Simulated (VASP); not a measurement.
# Cs2Cl3 (P-3m1) in VASP: further runs

The runs below take Cs2Cl3 through single point, with r2SCAN.

Everything below comes from runs of VASP 6.6.1. Logs are shortened: lines on timing, memory, paths and dates and some standing lists are left out, and cuts for length are marked.

## 1. The cell of the first run

Symmetry: P-3m1, No. 164, trigonal system. The conventional cell has a = 5.451 Å, b = 5.451 Å, c = 8.075 Å, α = 90.00°, β = 90.00°, γ = 120.00°. Within 4.7 Å of Cs (site symmetry 3m) lie 8 Cl at 3.39 to 4.65 Å and 3 Cs at 4.63 Å. Within 4.7 Å of Cl (site symmetry -3m) lie 6 Cs at 3.58 Å and 6 Cl at 4.32 Å. Cl (site symmetry 3m) has 5 Cs at 3.39 to 4.65 Å and 6 Cl at 3.82 to 4.32 Å within 4.7 Å.

## 2. Single point, r2SCAN

POSCAR reads:

```
Cs2Cl3
1.0
    5.4510899363      0.0000000000      0.0000000000
   -2.7255449681      4.7207823632      0.0000000000
    0.0000000000      0.0000000000      8.0754711067
Cs Cl
2 3
Direct
    0.3333333333      0.6666666667      0.2100160787
    0.6666666667      0.3333333333      0.7899839213
    0.0000000000      0.0000000000      0.0000000000
    0.3333333333      0.6666666667      0.6337840906
    0.6666666667      0.3333333333      0.3662159094
```

INCAR.step1 reads:

```
SYSTEM = Cs2Cl3
PREC = Accurate
ENCUT = 520
ISMEAR = 0
SIGMA = 0.1
LREAL = .FALSE.
LASPH = .TRUE.
NELM = 80
NBANDS = 28
GGA = PE
ALGO = Normal
EDIFF = 1E-4
LWAVE = .TRUE.
LCHARG = .FALSE.
```

INCAR.step2 reads:

```
SYSTEM = Cs2Cl3
PREC = Accurate
ENCUT = 520
EDIFF = 1E-7
ISMEAR = 0
SIGMA = 0.1
LREAL = .FALSE.
LASPH = .TRUE.
NELM = 80
ALGO = Normal
ISIF = 2
LWAVE = .FALSE.
LCHARG = .TRUE.
METAGGA = R2SCAN
LMIXTAU = .TRUE.
LELF = .TRUE.
LVHAR = .TRUE.
NBANDS = 28
ISTART = 1
```

KPOINTS reads:

```
regular mesh
0
G
  6 6 2
  0 0 0
```

Potentials or basis: VASP PAW PBE potentials, release 64 (Cs_sv, Cl).

The run is started by

```bash
> cat potpaw_PBE.64/Cs_sv/POTCAR potpaw_PBE.64/Cl/POTCAR > POTCAR
> cp INCAR.step1 INCAR
> mpirun -np 1 vasp_std > vasp.out
> cp INCAR.step2 INCAR
> mpirun -np 1 vasp_std > vasp.out
```

OUTCAR:

```text
SYSTEM = Cs2Cl3
   PREC = Accurate
   ENCUT = 520
   EDIFF = 1E-7
   ISMEAR = 0
   LREAL = .FALSE.
   LASPH = .TRUE.
   NELM = 80
   ISIF = 2
   METAGGA = R2SCAN
   ISTART = 1

 ion  position               nearest neighbor table
   1  0.333  0.667  0.210-
   2  0.667  0.333  0.790-
   3  0.000  0.000  0.000-
   4  0.333  0.667  0.634-
   5  0.667  0.333  0.366-

  LATTYP: Found a hexagonal cell.
 ALAT       =     5.4510899363
 C/A-ratio  =     1.4814415467

  Lattice vectors:

 A1 = (   5.4510899363,   0.0000000000,   0.0000000000)
 A2 = (  -2.7255449681,   4.7207823632,   0.0000000000)
 A3 = (   0.0000000000,   0.0000000000,   8.0754711067)

Analysis of symmetry for initial positions (statically):
=====================================================================
 Subroutine PRICEL returns:
 Original cell was already a primitive cell.

 Routine SETGRP: Setting up the symmetry group for a
 hexagonal supercell.

 Subroutine GETGRP returns: Found 12 space group operations
 (whereof 12 operations were pure point group operations)
 out of a pool of 24 trial point group operations.

The static configuration has the point symmetry D_3d.

Analysis of symmetry for dynamics (positions and initial velocities):
=====================================================================
 Subroutine PRICEL returns:
 Original cell was already a primitive cell.

 Routine SETGRP: Setting up the symmetry group for a
 hexagonal supercell.

 Subroutine GETGRP returns: Found 12 space group operations
 (whereof 12 operations were pure point group operations)
 out of a pool of 24 trial point group operations.

The dynamic configuration has the point symmetry D_3d.

 Subroutine INISYM returns: Found 12 space group operations
 (whereof 12 operations are pure point group operations),
 and found     1 'primitive' translations

----------------------------------------------------------------------------------------

                                     Primitive cell

  volume of cell :     207.8094

  direct lattice vectors                    reciprocal lattice vectors
     5.451089936  0.000000000  0.000000000     0.183449551  0.105914648  0.000000000
    -2.725544968  4.720782363  0.000000000     0.000000000  0.211829295  0.000000000
     0.000000000  0.000000000  8.075471107     0.000000000  0.000000000  0.123831785

  length of vectors
     5.451089936  5.451089936  8.075471107     0.211829295  0.211829295  0.123831785

  position of ions in fractional coordinates (direct lattice)
     0.333333333  0.666666667  0.210016079
     0.666666667  0.333333333  0.789983921
     0.000000000  0.000000000  0.000000000
     0.333333333  0.666666667  0.633784091
     0.666666667  0.333333333  0.366215909

  ion indices of the primitive-cell ions
   primitive index   ion index
                 1           1
                 2           2
                 3           3
                 4           4
                 5           5

----------------------------------------------------------------------------------------

 KPOINTS: regular mesh

Automatic generation of k-mesh.
 Grid dimensions read from file:
 generate k-points for:    6    6    2

 Generating k-lattice:

  Cartesian coordinates                     Fractional coordinates (reciprocal lattice)
     0.030574925  0.017652441  0.000000000     0.166666667  0.000000000  0.000000000
     0.000000000  0.035304883  0.000000000     0.000000000  0.166666667  0.000000000
     0.000000000  0.000000000  0.061915892     0.000000000  0.000000000  0.500000000

  Length of vectors
     0.035304883  0.035304883  0.061915892

  Shift w.r.t. Gamma in fractional coordinates (k-lattice)
     0.000000000  0.000000000  0.000000000

 Subroutine IBZKPT returns following result:
 ===========================================

 Found     14 irreducible k-points:

 Following reciprocal coordinates:
            Coordinates               Weight
  0.000000  0.000000  0.000000      1.000000
  0.166667 -0.000000  0.000000      6.000000
  0.333333 -0.000000  0.000000      6.000000
  0.500000 -0.000000  0.000000      3.000000
  0.166667  0.166667  0.000000      6.000000
  0.333333  0.166667  0.000000     12.000000
  0.333333  0.333333  0.000000      2.000000
  0.000000  0.000000  0.500000      1.000000
  0.166667 -0.000000  0.500000      6.000000
  0.333333 -0.000000  0.500000      6.000000
  0.500000 -0.000000  0.500000      3.000000
  0.166667  0.166667  0.500000      6.000000
  0.333333  0.166667  0.500000     12.000000
  0.333333  0.333333  0.500000      2.000000
   k-points           NKPTS =     14   k-points in BZ     NKDIM =     14   number of bands    NBANDS=     28
   number of dos      NEDOS =    301   number of ions     NIONS =      5
   total plane-waves  NPLWV = 105840
   dimension x,y,z NGX =    42 NGY =   42 NGZ =   60
   dimension x,y,z NGXF=    84 NGYF=   84 NGZF=  120
   ions per type =               2   3
   NGX,Y,Z   is equivalent  to a cutoff of  12.81, 12.81, 12.35 a.u.
   NGXF,Y,Z  is equivalent  to a cutoff of  25.62, 25.62, 24.70 a.u.
 SYSTEM =  Cs2Cl3
   PREC   = accura    normal or accurate (medium, high low for compatibility)
   ISTART =      1    job   : 0-new  1-cont  2-samecut
   ICHARG =      0    charge: 1-file 2-atom 10-const
   ISPIN  =      1    spin polarized calculation?
   LNONCOLLINEAR =      F non collinear calculations
   LSORBIT =      F    spin-orbit coupling
   LASPH  =      T    aspherical Exc in radial PAW
   ENCUT  =  520.0 eV  38.22 Ry    6.18 a.u.  10.14 10.14 15.02*2*pi/ulx,y,z
   NELM   =     80;   NELMIN=  2; NELMDL=  0     # of ELM steps
   EDIFF  = 0.1E-06   stopping-criterion for ELM
   LREAL  =      F    real-space projection
   EDIFFG = 0.1E-05   stopping-criterion for IOM
   NSW    =      0    number of steps for IOM
   IBRION =     -1    ionic relax: 0-MD 1-quasi-New 2-CG
   NFREE  =      0    steps in history (QN), initial steepest desc. (CG)
   ISIF   =      2    stress and relaxation
   ISYM   =      2    0-nonsym 1-usesym 2-fastsym
   POTIM  = 0.5000    time-step for ionic-motion
   TEBEG  =    0.0;   TEEND  =   0.0 temperature during run
   PSTRESS=    0.0 pullay stress
   NELECT =      39.0000    total number of electrons
   NUPDOWN=      -1.0000    fix difference up-down
   EMIN   =  10.00;   EMAX   =-10.00  energy-range for DOS
   EFERMI =   0.00;   METHOD = LEGACY
   ISMEAR =     0;   SIGMA  =   0.10  broadening in eV -4-tet -1-fermi 0-gaus
   EFERMI_NEDOS =   21; number of points for ismear=-14 and -15
   IALGO  =     38    algorithm
   IMIX   =      4    mixing-type and parameters
     AMIX     =   0.40;   BMIX     =  1.00
     AMIX_MAG =   1.60;   BMIX_MAG =  1.00
  volume/ion in A,a.u.               =      41.56       280.47
  Fermi-wavevector in a.u.,A,eV,Ry     =   0.937291  1.771224 11.952925  0.878515
  Thomas-Fermi vector in A             =   2.064387
   LORBIT       =      0    0 simple, 1 ext, 2 COOP (PROOUT), +10 PAW based schemes
   METAGGA = R2SCAN    functional components
   LHFCALC =     F    Hartree Fock is set to
   AEXX    =    0.0000 exact exchange contribution
   IVDW    =     0    specifies the selected vdW correction
   LEPSILON=     F    determine dielectric tensor
   LRPA    =     F    only Hartree local field effects (RPA)
 non-spin polarized calculation
 Gauss-broadening in eV      SIGMA  =   0.10
  energy-cutoff  :      520.00
  volume of cell :      207.81
 maximum number of plane-waves:      5622
 NGX is ok and might be reduce to    42
   NGX = 21   NGY = 21   NGZ = 31

 number of electron      39.0000006 magnetization

 Free energy of the ion-electron system (eV)
  ---------------------------------------------------
  ext. energy  EPLUGINS =         0.00000000
  ---------------------------------------------------
  free energy    TOTEN  =       -76.03547949 eV

  energy without entropy =      -75.94708793  energy(sigma->0) =      -75.99128371

 E-fermi :  -2.3669     XC(G=0):  -7.5302

 val. band max:       -2.3726109581   @ k =   0.5000  -0.0000   0.0000
 cond. band min:      -2.3645961331   @ k =   0.3333   0.3333   0.0000
 fundamental gap:      0.0080148250
 Fermi energy:        -2.3669494374

 k-point     1 :       0.0000    0.0000    0.0000
  band No.  band energies     occupation
      1     -21.4871      2.00000
      2     -21.4427      2.00000
      3     -15.2838      2.00000
      4     -15.0997      2.00000
      5     -15.0465      2.00000
      6      -8.0239      2.00000
[... 20 lines left out ...]
     27       7.1373      0.00000
     28       7.5319      0.00000

 k-point     2 :       0.1667   -0.0000    0.0000
  band No.  band energies     occupation
      1     -21.4813      2.00000
      2     -21.4425      2.00000
      3     -15.2800      2.00000
      4     -15.1180      2.00000
      5     -15.0506      2.00000
      6      -8.0698      2.00000
[... 20 lines left out ...]
     27       7.2718      0.00000
     28       7.5123      0.00000

 k-point     3 :       0.3333   -0.0000    0.0000
  band No.  band energies     occupation
      1     -21.4682      2.00000
      2     -21.4435      2.00000
      3     -15.2664      2.00000
      4     -15.1624      2.00000
      5     -15.0572      2.00000
      6      -8.1648      2.00000
[... 20 lines left out ...]
     27       7.5046      0.00000
     28       7.5960      0.00000

 k-point     4 :       0.5000   -0.0000    0.0000
  band No.  band energies     occupation
      1     -21.4594      2.00000
      2     -21.4461      2.00000
      3     -15.2497      2.00000
      4     -15.1956      2.00000
      5     -15.0593      2.00000
      6      -8.2128      2.00000
[... 268 lines left out ...]
     27       7.3478      0.00000
     28       7.3998      0.00000

 k-point    13 :       0.3333    0.1667    0.5000
  band No.  band energies     occupation
      1     -21.4566      2.00000
      2     -21.4488      2.00000
      3     -15.2540      2.00000
      4     -15.1932      2.00000
      5     -15.0606      2.00000
      6      -8.1077      2.00000
[... 20 lines left out ...]
     27       7.1384      0.00000
     28       7.5980      0.00000

 k-point    14 :       0.3333    0.3333    0.5000
  band No.  band energies     occupation
      1     -21.4512      2.00000
      2     -21.4512      2.00000
      3     -15.2249      2.00000
      4     -15.2249      2.00000
      5     -15.0679      2.00000
      6      -8.0489      2.00000
[... 20 lines left out ...]
     27       7.1910      0.00000
     28       7.6278      0.00000

------------------------ aborting loop because EDIFF is reached ----------------------------------------

  FORCE on cell =-STRESS in cart. coord.  units (eV):
  Direction    XX          YY          ZZ          XY          YZ          ZX
  --------------------------------------------------------------------------------------
  -------------------------------------------------------------------------------------
  Total        0.4219650      0.4219650      0.0357288      0.0000000     -0.0000000      0.0000000
  in kB        3.2532830      3.2532830      0.2754634      0.0000000     -0.0000000      0.0000000
  external PRESSURE =       2.2606765 kB  Pullay stress =       0.0000000 kB

 VOLUME and BASIS-vectors are now :
 -----------------------------------------------------------------------------
  energy-cutoff  :      520.00
  volume of cell :      207.81
      direct lattice vectors                 reciprocal lattice vectors
     5.451089936  0.000000000  0.000000000     0.183449551  0.105914648  0.000000000
    -2.725544968  4.720782363  0.000000000     0.000000000  0.211829295  0.000000000
     0.000000000  0.000000000  8.075471107     0.000000000  0.000000000  0.123831785

 POSITION                                       TOTAL-FORCE (eV/Angst)
 -----------------------------------------------------------------------------------
     -0.00000      3.14719      1.69598        -0.000000     -0.000000     -0.008456
      2.72554      1.57359      6.37949        -0.000000      0.000000      0.008456
      0.00000      0.00000      0.00000         0.000000      0.000000     -0.000000
     -0.00000      3.14719      5.11811         0.000000     -0.000000      0.015223
      2.72554      1.57359      2.95737        -0.000000      0.000000     -0.015223
 -----------------------------------------------------------------------------------
    total drift:                               -0.000000      0.000000      0.000000

  FREE ENERGIE OF THE ION-ELECTRON SYSTEM (eV)
  ---------------------------------------------------
  free  energy   TOTEN  =       -76.0354794886 eV

  energy  without entropy=      -75.9470879284  energy(sigma->0) =      -75.99128371
```

It took 4 min on 1 thread of Intel Xeon Platinum 8488C (Sapphire Rapids), shared host; peak memory 0.38 GiB.

Results:

| Quantity | Value |
| --- | --- |
| Free energy | -76.0355 eV |
| Pressure | 0.2 GPa |
| Largest force | 0.015 eV/Å |
| Band gap on the k mesh | zero (an odd number of electrons rules out a gap without spin polarisation) |

Forces in eV/Å, atoms in the order of the input:
```
Cs   0.000  0.000 -0.008
Cs   0.000  0.000  0.008
Cl   0.000  0.000  0.000
Cl   0.000  0.000  0.015
Cl   0.000  0.000 -0.015
```

Stress tensor (GPa, compression positive):
```
0.33 0.00 0.00
0.00 0.33 0.00
0.00 0.00 0.03
```

Caveat: the k points lie up to 0.39 Å⁻¹ apart, too coarse for converged energies and pressures of a metal; the PAW data sets were made with another functional, which shifts forces and pressure a little; spin-orbit coupling is left out, which moves the levels of the heavy elements; an odd number of electrons without spin polarisation forces a metal; a magnetic or distorted state may lie lower.

## 3. Single point, r2SCAN

This run uses another cell than the first one, of 32.97 Å³/atom.

POSCAR reads:

```
Cs2Cl3
1.0
    4.9645370709      0.0000000000      0.0000000000
   -2.4822685354      4.2994152214      0.0000000000
    0.0000000000      0.0000000000      7.7240132600
Cs Cl
2 3
Direct
    0.3333333333      0.6666666667      0.2450000000
    0.6666666667      0.3333333333      0.7550000000
    0.0000000000      0.0000000000      0.0000000000
    0.3333333333      0.6666666667      0.6450000000
    0.6666666667      0.3333333333      0.3550000000
```

INCAR.step1 reads:

```
SYSTEM = Cs2Cl3
ALGO = Normal ; EDIFF = 1E-4
ENCUT = 520 ; GGA = PE
ISMEAR = 0 ; LASPH = .TRUE.
LCHARG = .FALSE. ; LREAL = .FALSE.
LWAVE = .TRUE. ; NBANDS = 28
NELM = 80 ; PREC = Accurate
SIGMA = 0.1
```

INCAR.step2 reads:

```
SYSTEM = Cs2Cl3
ALGO = Normal ; EDIFF = 1E-7
ENCUT = 520 ; ISIF = 2
ISMEAR = 0 ; ISTART = 1
LASPH = .TRUE. ; LCHARG = .FALSE.
LMIXTAU = .TRUE. ; LREAL = .FALSE.
LWAVE = .FALSE. ; METAGGA = R2SCAN
NBANDS = 28 ; NELM = 80
PREC = Accurate ; SIGMA = 0.1
```

KPOINTS reads:

```
k-points
0
G
  6 6 4
  0 0 0
```

Potentials or basis: VASP PAW PBE potentials, release 64 (Cs_sv, Cl).

The run is started by

```bash
> cat potpaw_PBE.64/Cs_sv/POTCAR potpaw_PBE.64/Cl/POTCAR > POTCAR
> cp INCAR.step1 INCAR
> mpirun -np 1 vasp_std > vasp.out
> cp INCAR.step2 INCAR
> mpirun -np 1 vasp_std > vasp.out
```

Wall time 4.7 min (1 thread of Intel Xeon Platinum 8488C (Sapphire Rapids), shared host); peak memory 0.37 GiB.

It converged, with:

| Quantity | Value |
| --- | --- |
| Free energy | -74.9145 eV |
| Pressure | 7.0 GPa |
| Largest force | 1.247 eV/Å |
| Band gap on the k mesh | zero (an odd number of electrons rules out a gap without spin polarisation) |

Forces on the atoms (eV/Å):
```
Cs   0.000  0.000 -1.247
Cs   0.000  0.000  1.247
Cl   0.000  0.000  0.000
Cl   0.000  0.000 -0.175
Cl   0.000  0.000  0.175
```

Stress tensor (GPa, compression positive):
```
7.75 0.00 0.00
0.00 7.75 0.00
0.00 0.00 5.61
```

Levels at points of the mesh, in eV from the Fermi level:
| k point | band 18 | band 19 | band 20 | band 21 | band 22 | band 23 |
| --- | --- | --- | --- | --- | --- | --- |
| (0.00, 0.00, 0.00) | -0.12 | -0.12 | 0.01 | 6.79 | 7.80 | 7.85 |
| (0.50, 0.00, 0.00) | -0.16 | -0.13 | -0.11 | 7.01 | 8.19 | 8.43 |
| (0.00, 0.00, 0.50) | -0.43 | -0.12 | -0.12 | 7.67 | 8.14 | 8.42 |
| (0.50, 0.00, 0.50) | -0.34 | -0.03 | 0.00 | 7.56 | 7.89 | 9.00 |

Caveat: the cell stands under pressure; the PAW data sets were made with another functional, which shifts forces and pressure a little; spin-orbit coupling is left out, which moves the levels of the heavy elements; an odd number of electrons without spin polarisation forces a metal; a magnetic or distorted state may lie lower.
